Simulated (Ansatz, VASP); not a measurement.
GaSb: VASP beside Ansatz

The input INCAR:

```
SYSTEM = GaSb
PREC = Accurate
ENCUT = 520
EDIFF = 1E-7
ISMEAR = -1
SIGMA = 0.05
LREAL = .False.
LASPH = .True.
NELM = 100
ALGO = Normal
ISIF = 2
LWAVE = .False.
LCHARG = .False.
GGA = PE
NBANDS = 16
```

File KPOINTS:

```
regular mesh
0
Gamma
  9 9 9
  0 0 0
```

The input POSCAR:

```
GaSb
1.0
    0.0000000000      2.9970851163      2.9970851163
    2.9970851163      0.0000000000      2.9970851163
    2.9970851163      2.9970851163      0.0000000000
Ga Sb
1 1
Direct
    0.0000000000      0.0000000000      0.0000000000
    0.7500000000      0.7500000000      0.7500000000
```

Input for Ansatz:

```yaml
crystal:
  lattice:
    - [0.0, 2.9970851163, 2.9970851163]
    - [2.9970851163, 0.0, 2.9970851163]
    - [2.9970851163, 2.9970851163, 0.0]
  atoms:
    - { symbol: Ga, position: [0.0, 0.0, 0.0] }
    - { symbol: Sb, position: [0.75, 0.75, 0.75] }
kpoints:
  mp_grid: { grid: [9, 9, 9] }
scf:
  occupations: { method: fermi_dirac, width: 0.05 }
hamiltonian:
  xc: pbe
  pseudopotentials: { kind: all_electron, lapw: { basis_error: 0.0005 } }
output:
  forces: true
  stress: true
  eigenvalues: true
```

Change from the starting cell: volume scaled by 0.9405.

Alike in both runs: task single point; functional PBE; k mesh 9 × 9 × 9; occupations fermi-dirac, width 0.05 eV; no spin polarisation.

|  | VASP | Ansatz |
| --- | --- | --- |
| version | VASP 6.6.1 | Ansatz 0.2.0 |
| potentials or method | VASP PAW PBE potentials, release 64 (Ga_d, Sb), cutoff 520 eV | all-electron LAPW, scalar-relativistic |

```csv
,VASP,Ansatz,Ansatz less VASP
pressure (GPa),6.3,6.2,-0.10
```

Ansatz ran all-electron here, and VASP with PAW potentials.

Neither program's run includes spin-orbit coupling.
